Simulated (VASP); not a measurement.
A run of VASP 6.6.1 is set up as follows.

The input INCAR:

```
SYSTEM = Si23O48
ALGO = Normal
EDIFF = 1E-6
ENCUT = 520
GGA = PS
ISIF = 2
ISMEAR = -1
ISYM = 0
LASPH = .TRUE.
LCHARG = .FALSE.
LREAL = Auto
LWAVE = .FALSE.
NBANDS = 231
NELECT = 384.0
NELM = 80
PREC = Accurate
SIGMA = 0.05
```

The input KPOINTS:

```
Automatic mesh
0
Gamma
  1 1 1
  0.25 0.25 0.25
```

File POSCAR:

```
Si23O48
1.0
    8.3886930000      0.0000000000      0.0000000000
    0.0000000000      8.3886930000      0.0000000000
    0.0000000000      0.0000000000      8.0356430000
Si O
23 48
Direct
    0.9997590000      0.9998880000      0.0009370000
    0.9997510000      0.9998800000      0.3332570000
    0.9997450000      0.9998750000      0.6655780000
    0.9997610000      0.4998840000      0.9997040000
    0.9997530000      0.4998790000      0.3332600000
    0.9997520000      0.4998810000      0.6668170000
    0.4997560000      0.9998840000      0.9997060000
    0.4997560000      0.9998850000      0.3332580000
    0.4997600000      0.9998790000      0.6668140000
    0.4997560000      0.4998910000      0.0139380000
    0.4997480000      0.4998710000      0.6525820000
    0.2522180000      0.2523470000      0.1713560000
    0.2521950000      0.2523230000      0.4951960000
    0.2504280000      0.2505510000      0.8332780000
    0.2582150000      0.7414200000      0.1656590000
    0.2582180000      0.7414130000      0.5008580000
    0.2536620000      0.7459720000      0.8332570000
    0.7412980000      0.2583500000      0.1656550000
    0.7412890000      0.2583440000      0.5008580000
    0.7458470000      0.2537970000      0.8332570000
    0.7473020000      0.7474280000      0.1713300000
    0.7472930000      0.7474170000      0.4951690000
    0.7490800000      0.7492090000      0.8332470000
    0.1528640000      0.1529940000      0.0001780000
    0.1470270000      0.1471550000      0.3332530000
    0.1528610000      0.1529880000      0.6663230000
    0.1468700000      0.6556860000      0.9965380000
    0.1512120000      0.6530260000      0.3332580000
    0.1468890000      0.6556830000      0.6699690000
    0.6555550000      0.1470060000      0.9965360000
    0.6528930000      0.1513500000      0.3332500000
    0.6555520000      0.1470250000      0.6699710000
    0.6552890000      0.6554230000      0.9997660000
    0.6612750000      0.6614210000      0.3332370000
    0.6552850000      0.6554210000      0.6667270000
    0.3442240000      0.3443430000      0.9998010000
    0.3382250000      0.3383430000      0.3332960000
    0.3442150000      0.3443350000      0.6667530000
    0.3439610000      0.8527350000      0.9965450000
    0.3466160000      0.8484120000      0.3332620000
    0.3439570000      0.8527590000      0.6699790000
    0.8526220000      0.3440840000      0.9965430000
    0.8483010000      0.3467330000      0.3332550000
    0.8526400000      0.3440800000      0.6699810000
    0.8466450000      0.8467700000      0.0001970000
    0.8524760000      0.8526100000      0.3332660000
    0.8466450000      0.8467690000      0.6663440000
    0.0950350000      0.4030500000      0.1655790000
    0.0950170000      0.4030410000      0.5009480000
    0.0982290000      0.4043430000      0.8332720000
    0.0976620000      0.9019840000      0.1651240000
    0.0976450000      0.9019790000      0.5013940000
    0.0959950000      0.9036380000      0.8332580000
    0.6036540000      0.3960300000      0.1510560000
    0.6036350000      0.3960160000      0.5154510000
    0.5959790000      0.4036570000      0.8332560000
    0.5965920000      0.9046140000      0.1655720000
    0.5965910000      0.9046060000      0.5009370000
    0.5952960000      0.9014130000      0.8332470000
    0.4029200000      0.0951610000      0.1655800000
    0.4029160000      0.0951440000      0.5009490000
    0.4042170000      0.0983500000      0.8332700000
    0.3958720000      0.6037490000      0.1510640000
    0.3958660000      0.6037370000      0.5154610000
    0.4035240000      0.5961050000      0.8332570000
    0.9018610000      0.0977890000      0.1651230000
    0.9018430000      0.0977810000      0.5013940000
    0.9035110000      0.0961230000      0.8332570000
    0.9044890000      0.5967180000      0.1655720000
    0.9044770000      0.5967170000      0.5009380000
    0.9012840000      0.5954210000      0.8332500000
```

Potentials or basis: VASP PAW PBE potentials, release 64 (Si, O).

The run is started by

```console
$ cat potpaw_PBE.64/Si/POTCAR potpaw_PBE.64/O/POTCAR > POTCAR
$ mpirun -np 1 vasp_std > vasp.out
```

**Question.** Estimate the largest force.

**Answer.** 0.118 eV/Å.

Forces in eV/Å, atoms in the order of the input:
```
Si   0.000 -0.001 -0.006
Si   0.001  0.000  0.000
Si   0.001  0.000  0.007
Si   0.000  0.000 -0.001
Si   0.001  0.000  0.000
Si   0.001  0.000  0.000
Si   0.001  0.000 -0.002
Si   0.000 -0.001  0.000
Si   0.000  0.001  0.000
Si   0.000 -0.001 -0.013
Si   0.000  0.000  0.013
Si  -0.018 -0.019 -0.066
Si  -0.018 -0.018  0.065
Si   0.001  0.001 -0.003
Si  -0.060  0.059  0.034
Si  -0.059  0.061 -0.033
Si  -0.016  0.017  0.000
Si   0.060 -0.060  0.033
Si   0.061 -0.059 -0.034
Si   0.015 -0.015  0.001
Si   0.019  0.018 -0.066
Si   0.018  0.019  0.067
Si  -0.001  0.000  0.002
O   -0.014 -0.015  0.011
O   -0.009 -0.009  0.002
O   -0.015 -0.015 -0.005
O   -0.022 -0.013 -0.002
O   -0.026 -0.011  0.000
O   -0.027 -0.014  0.003
O   -0.012 -0.022 -0.001
O   -0.010 -0.027  0.001
O   -0.013 -0.026  0.003
O   -0.032 -0.032 -0.005
O   -0.082 -0.085  0.002
O   -0.033 -0.032  0.007
O    0.033  0.034 -0.007
O    0.083  0.083 -0.004
O    0.033  0.034  0.006
O    0.014  0.026 -0.002
O    0.009  0.028 -0.001
O    0.012  0.021  0.002
O    0.025  0.014 -0.003
O    0.027  0.010  0.000
O    0.021  0.012  0.001
O    0.017  0.017  0.007
O    0.008  0.007 -0.001
O    0.017  0.017 -0.010
O    0.027 -0.031 -0.001
O    0.027 -0.031  0.001
O    0.020 -0.030 -0.002
O    0.031 -0.031  0.005
O    0.033 -0.031 -0.006
O    0.027 -0.027  0.001
O   -0.018  0.015  0.002
O   -0.017  0.016 -0.001
O   -0.014  0.014  0.001
O    0.030 -0.028 -0.001
O    0.030 -0.027  0.002
O    0.029 -0.022  0.001
O   -0.030  0.026 -0.002
O   -0.029  0.027  0.001
O   -0.031  0.021 -0.001
O    0.016 -0.015  0.001
O    0.017 -0.015 -0.002
O    0.013 -0.014  0.001
O   -0.031  0.030  0.005
O   -0.029  0.031 -0.006
O   -0.029  0.028  0.000
O   -0.029  0.030 -0.001
O   -0.027  0.030  0.002
O   -0.023  0.029  0.000
```

Caveat: the cell carries a net charge on a neutralising background, which shifts energy and pressure; the PAW data sets were made with another functional, which shifts forces and pressure a little.
